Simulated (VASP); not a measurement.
# Cd2S (I4/mmm) in VASP: single point with PBE

Aim: the single point of Cd2S with PBE.

Program: VASP 6.6.1. These are calculated values, not measurements. Logs are shortened: lines on timing, memory, paths and dates and some standing lists are left out, and cuts for length are marked.

## 1. The cell of the first run

Symmetry: I4/mmm, No. 139, tetragonal system. Conventional cell: a = 6.855 Å, b = 6.855 Å, c = 7.500 Å, α = 90.00°, β = 90.00°, γ = 90.00°. Cd (site symmetry m2m) has 3 Cd at 2.64 to 2.98 Å and 2 S at 2.72 Å within 3.5 Å. Within 3.6 Å of S (site symmetry 4mm) lie 4 Cd at 2.72 Å and 1 S at 3.45 Å.

## 2. Single point, PBE

INCAR

```
SYSTEM = Cd2S
ALGO = Normal
EDIFF = 1E-6
ENCUT = 520
GGA = PE
ISIF = 2
ISMEAR = 0
LASPH = .TRUE.
LCHARG = .TRUE.
LELF = .TRUE.
LREAL = .FALSE.
LVHAR = .TRUE.
LWAVE = .FALSE.
NBANDS = 39
NELM = 60
PREC = Accurate
SIGMA = 0.1
```

KPOINTS

```
k-points
0
G
  4 4 4
  0 0 0
```

POSCAR

```
Cd2S
1.0
   -3.4274074650      3.4274074650      3.7499461303
    3.4274074650     -3.4274074650      3.7499461303
    3.4274074650      3.4274074650     -3.7499461303
Cd S
4 2
Direct
    0.0000000000      0.3072633571      0.3072633571
    0.0000000000      0.6927366429      0.6927366429
    0.3072633571      0.0000000000      0.3072633571
    0.6927366429      0.0000000000      0.6927366429
    0.7698154623      0.7698154623      0.0000000000
    0.2301845377      0.2301845377      0.0000000000
```

Potentials or basis: VASP PAW PBE potentials, release 64 (Cd, S).

Run with:

```bash
cat potpaw_PBE.64/Cd/POTCAR potpaw_PBE.64/S/POTCAR > POTCAR
mpirun -np 1 vasp_std > vasp.out
```

OUTCAR:

```text
SYSTEM = Cd2S
   EDIFF = 1E-6
   ENCUT = 520
   GGA = PE
   ISIF = 2
   ISMEAR = 0
   LASPH = .TRUE.
   LREAL = .FALSE.
   NELM = 60
   PREC = Accurate

 ion  position               nearest neighbor table
   1  0.000  0.307  0.307-   2 2.64   6 2.72   5 2.72   4 2.98   3 2.98
   2  0.000  0.693  0.693-   1 2.64   6 2.72   5 2.72   4 2.98   3 2.98
   3  0.307  0.000  0.307-   4 2.64   6 2.72   5 2.72   2 2.98   1 2.98
   4  0.693  0.000  0.693-   3 2.64   6 2.72   5 2.72   1 2.98   2 2.98
   5  0.770  0.770  0.000-   3 2.72   1 2.72   2 2.72   4 2.72
   6  0.230  0.230  0.000-   1 2.72   3 2.72   2 2.72   4 2.72

  LATTYP: Found a body centered tetragonal cell.
 ALAT       =     6.8548149300
 C/A-ratio  =     1.0941057253

  Lattice vectors:

 A1 = (  -3.4274074650,   3.4274074650,   3.7499461303)
 A2 = (   3.4274074650,  -3.4274074650,   3.7499461303)
 A3 = (   3.4274074650,   3.4274074650,  -3.7499461303)

Analysis of symmetry for initial positions (statically):
=====================================================================
 Subroutine PRICEL returns:
 Original cell was already a primitive cell.

 Routine SETGRP: Setting up the symmetry group for a
 body centered tetragonal supercell.

 Subroutine GETGRP returns: Found 16 space group operations
 (whereof 16 operations were pure point group operations)
 out of a pool of 16 trial point group operations.

The static configuration has the point symmetry D_4h.

Analysis of symmetry for dynamics (positions and initial velocities):
=====================================================================
 Subroutine PRICEL returns:
 Original cell was already a primitive cell.

 Routine SETGRP: Setting up the symmetry group for a
 body centered tetragonal supercell.

 Subroutine GETGRP returns: Found 16 space group operations
 (whereof 16 operations were pure point group operations)
 out of a pool of 16 trial point group operations.

The dynamic configuration has the point symmetry D_4h.

 Subroutine INISYM returns: Found 16 space group operations
 (whereof 16 operations are pure point group operations),
 and found     1 'primitive' translations

----------------------------------------------------------------------------------------

                                     Primitive cell

  volume of cell :     176.2043

  direct lattice vectors                    reciprocal lattice vectors
    -3.427407465  3.427407465  3.749946130     0.000000000  0.145882859  0.133335249
     3.427407465 -3.427407465  3.749946130     0.145882859  0.000000000  0.133335249
     3.427407465  3.427407465 -3.749946130     0.145882859  0.145882859  0.000000000

  length of vectors
     6.128322759  6.128322759  6.128322759     0.197636275  0.197636275  0.206309518

  position of ions in fractional coordinates (direct lattice)
     0.000000000  0.307263357  0.307263357
     0.000000000  0.692736643  0.692736643
     0.307263357  0.000000000  0.307263357
     0.692736643  0.000000000  0.692736643
     0.769815462  0.769815462  0.000000000
     0.230184538  0.230184538  0.000000000

  ion indices of the primitive-cell ions
   primitive index   ion index
                 1           1
                 2           2
                 3           3
                 4           4
                 5           5
                 6           6

----------------------------------------------------------------------------------------

 KPOINTS: k-points

Automatic generation of k-mesh.
 Grid dimensions read from file:
 generate k-points for:    4    4    4

 Generating k-lattice:

  Cartesian coordinates                     Fractional coordinates (reciprocal lattice)
     0.000000000  0.036470715  0.033333812     0.250000000 -0.000000000  0.000000000
     0.036470715  0.000000000  0.033333812    -0.000000000  0.250000000  0.000000000
     0.036470715  0.036470715  0.000000000     0.000000000  0.000000000  0.250000000

  Length of vectors
     0.049409069  0.049409069  0.051577379

  Shift w.r.t. Gamma in fractional coordinates (k-lattice)
     0.000000000  0.000000000  0.000000000

 Subroutine IBZKPT returns following result:
 ===========================================

 Found     13 irreducible k-points:

 Following reciprocal coordinates:
            Coordinates               Weight
  0.000000  0.000000  0.000000      1.000000
  0.250000  0.000000  0.000000      8.000000
  0.500000  0.000000  0.000000      4.000000
  0.250000  0.250000  0.000000      8.000000
  0.500000  0.250000  0.000000     16.000000
 -0.250000  0.250000  0.000000      4.000000
  0.500000  0.500000  0.000000      2.000000
  0.250000  0.250000  0.250000      2.000000
 -0.250000  0.250000  0.250000      4.000000
  0.500000  0.500000  0.250000      4.000000
 -0.250000  0.500000  0.250000      8.000000
 -0.250000 -0.250000  0.250000      2.000000
  0.500000  0.500000  0.500000      1.000000
   k-points           NKPTS =     13   k-points in BZ     NKDIM =     13   number of bands    NBANDS=     39
   number of dos      NEDOS =    301   number of ions     NIONS =      6
   total plane-waves  NPLWV = 110592
   dimension x,y,z NGX =    48 NGY =   48 NGZ =   48
   dimension x,y,z NGXF=    96 NGYF=   96 NGZF=   96
   ions per type =               4   2
   NGX,Y,Z   is equivalent  to a cutoff of  13.02, 13.02, 13.02 a.u.
   NGXF,Y,Z  is equivalent  to a cutoff of  26.04, 26.04, 26.04 a.u.
 SYSTEM =  Cd2S
   PREC   = accura    normal or accurate (medium, high low for compatibility)
   ISTART =      0    job   : 0-new  1-cont  2-samecut
   ICHARG =      2    charge: 1-file 2-atom 10-const
   ISPIN  =      1    spin polarized calculation?
   LNONCOLLINEAR =      F non collinear calculations
   LSORBIT =      F    spin-orbit coupling
   LASPH  =      T    aspherical Exc in radial PAW
   ENCUT  =  520.0 eV  38.22 Ry    6.18 a.u.  11.39 11.39 11.39*2*pi/ulx,y,z
   NELM   =     60;   NELMIN=  2; NELMDL= -5     # of ELM steps
   EDIFF  = 0.1E-05   stopping-criterion for ELM
   LREAL  =      F    real-space projection
   EDIFFG = 0.1E-04   stopping-criterion for IOM
   NSW    =      0    number of steps for IOM
   IBRION =     -1    ionic relax: 0-MD 1-quasi-New 2-CG
   NFREE  =      0    steps in history (QN), initial steepest desc. (CG)
   ISIF   =      2    stress and relaxation
   ISYM   =      2    0-nonsym 1-usesym 2-fastsym
   POTIM  = 0.5000    time-step for ionic-motion
   TEBEG  =    0.0;   TEEND  =   0.0 temperature during run
   PSTRESS=    0.0 pullay stress
   NELECT =      60.0000    total number of electrons
   NUPDOWN=      -1.0000    fix difference up-down
   EMIN   =  10.00;   EMAX   =-10.00  energy-range for DOS
   EFERMI =   0.00;   METHOD = LEGACY
   ISMEAR =     0;   SIGMA  =   0.10  broadening in eV -4-tet -1-fermi 0-gaus
   EFERMI_NEDOS =   21; number of points for ismear=-14 and -15
   IALGO  =     38    algorithm
   IMIX   =      4    mixing-type and parameters
     AMIX     =   0.40;   BMIX     =  1.00
     AMIX_MAG =   1.60;   BMIX_MAG =  1.00
  volume/ion in A,a.u.               =      29.37       198.18
  Fermi-wavevector in a.u.,A,eV,Ry     =   1.143194  2.160322 17.781337  1.306891
  Thomas-Fermi vector in A             =   2.279889
   LORBIT       =      0    0 simple, 1 ext, 2 COOP (PROOUT), +10 PAW based schemes
   GGA     = PE    functional components
   LHFCALC =     F    Hartree Fock is set to
   AEXX    =    0.0000 exact exchange contribution
   IVDW    =     0    specifies the selected vdW correction
   LEPSILON=     F    determine dielectric tensor
   LRPA    =     F    only Hartree local field effects (RPA)
 non-spin polarized calculation
 Gauss-broadening in eV      SIGMA  =   0.10
  energy-cutoff  :      520.00
  volume of cell :      176.20
 maximum number of plane-waves:      4762
 NGX is ok and might be reduce to    48
   NGX = 23   NGY = 23   NGZ = 23

 number of electron      59.9999993 magnetization

 Free energy of the ion-electron system (eV)
  ---------------------------------------------------
  ext. energy  EPLUGINS =         0.00000000
  ---------------------------------------------------
  free energy    TOTEN  =       -11.42074512 eV

  energy without entropy =      -11.42073412  energy(sigma->0) =      -11.42073962

 E-fermi :   0.6122     XC(G=0):  -8.7156

 val. band max:        0.3511598689   @ k =   0.5000   0.5000   0.0000
 cond. band min:       0.8535056878   @ k =   0.5000   0.5000   0.0000
 fundamental gap:      0.5023458189
 Fermi energy:         0.6122159464

 k-point     1 :       0.0000    0.0000    0.0000
  band No.  band energies     occupation
      1     -11.5851      2.00000
      2     -10.9764      2.00000
      3      -8.2384      2.00000
      4      -7.9117      2.00000
      5      -7.9117      2.00000
      6      -7.8260      2.00000
[... 31 lines left out ...]
     38       7.7168      0.00000
     39       7.7291      0.00000

 k-point     2 :       0.2500    0.0000    0.0000
  band No.  band energies     occupation
      1     -11.5279      2.00000
      2     -11.0031      2.00000
      3      -8.1952      2.00000
      4      -7.9775      2.00000
      5      -7.9684      2.00000
      6      -7.8278      2.00000
[... 31 lines left out ...]
     38       6.9946      0.00000
     39       7.2372      0.00000

 k-point     3 :       0.5000    0.0000    0.0000
  band No.  band energies     occupation
      1     -11.4630      2.00000
      2     -11.0362      2.00000
      3      -8.1294      2.00000
      4      -8.0601      2.00000
      5      -8.0050      2.00000
      6      -7.8385      2.00000
[... 370 lines left out ...]
 k-point    12 :      -0.2500   -0.2500    0.2500
  band No.  band energies     occupation
      1     -11.4949      2.00000
      2     -11.0444      2.00000
      3      -8.1989      2.00000
      4      -7.9135      2.00000
      5      -7.9135      2.00000
      6      -7.8270      2.00000
[... 31 lines left out ...]
     38       6.2816      0.00000
     39       8.0212      0.00000

 k-point    13 :       0.5000    0.5000    0.5000
  band No.  band energies     occupation
      1     -11.4775      2.00000
      2     -11.0158      2.00000
      3      -8.1905      2.00000
      4      -7.9165      2.00000
      5      -7.9165      2.00000
      6      -7.8280      2.00000
[... 31 lines left out ...]
     38       7.3205      0.00000
     39       8.0154      0.00000

------------------------ aborting loop because EDIFF is reached ----------------------------------------

  FORCE on cell =-STRESS in cart. coord.  units (eV):
  Direction    XX          YY          ZZ          XY          YZ          ZX
  --------------------------------------------------------------------------------------
  -------------------------------------------------------------------------------------
  Total        0.4076697      0.4076697      0.3257265      0.0000000      0.0000000      0.0000000
  in kB        3.7068290      3.7068290      2.9617418      0.0000000      0.0000000      0.0000000
  external PRESSURE =       3.4584666 kB  Pullay stress =       0.0000000 kB

 VOLUME and BASIS-vectors are now :
 -----------------------------------------------------------------------------
  energy-cutoff  :      520.00
  volume of cell :      176.20
      direct lattice vectors                 reciprocal lattice vectors
    -3.427407465  3.427407465  3.749946130     0.000000000  0.145882859  0.133335249
     3.427407465 -3.427407465  3.749946130     0.145882859  0.000000000  0.133335249
     3.427407465  3.427407465 -3.749946130     0.145882859  0.145882859  0.000000000

 POSITION                                       TOTAL-FORCE (eV/Angst)
 -----------------------------------------------------------------------------------
      2.10623      0.00000      0.00000         0.002931     -0.000000      0.000000
      4.74858      0.00000      0.00000        -0.002931     -0.000000      0.000000
      0.00000      2.10623      0.00000         0.000000      0.002931      0.000000
      0.00000      4.74858      0.00000         0.000000     -0.002931      0.000000
      0.00000      0.00000      5.77353         0.000000     -0.000000     -0.067224
      0.00000      0.00000      1.72636         0.000000     -0.000000      0.067224
 -----------------------------------------------------------------------------------
    total drift:                                0.000000      0.000000     -0.000000

  FREE ENERGIE OF THE ION-ELECTRON SYSTEM (eV)
  ---------------------------------------------------
  free  energy   TOTEN  =       -11.4207451157 eV

  energy  without entropy=      -11.4207341181  energy(sigma->0) =      -11.42073962
```

It took 42 s on 1 thread of Intel Xeon 6975P-C (Granite Rapids), shared host; peak memory 0.34 GiB.

Results:

```
Free energy            : -11.4207 eV
Pressure               : 0.3 GPa
Largest force          : 0.067 eV/Å
Band gap on the k mesh : 0.50 eV, direct
```

Forces in eV/Å, atoms in the order of the input:
```
Cd   0.003  0.000  0.000
Cd  -0.003  0.000  0.000
Cd   0.000  0.003  0.000
Cd   0.000 -0.003  0.000
S    0.000  0.000 -0.067
S    0.000  0.000  0.067
```

A k mesh can miss the band edges.
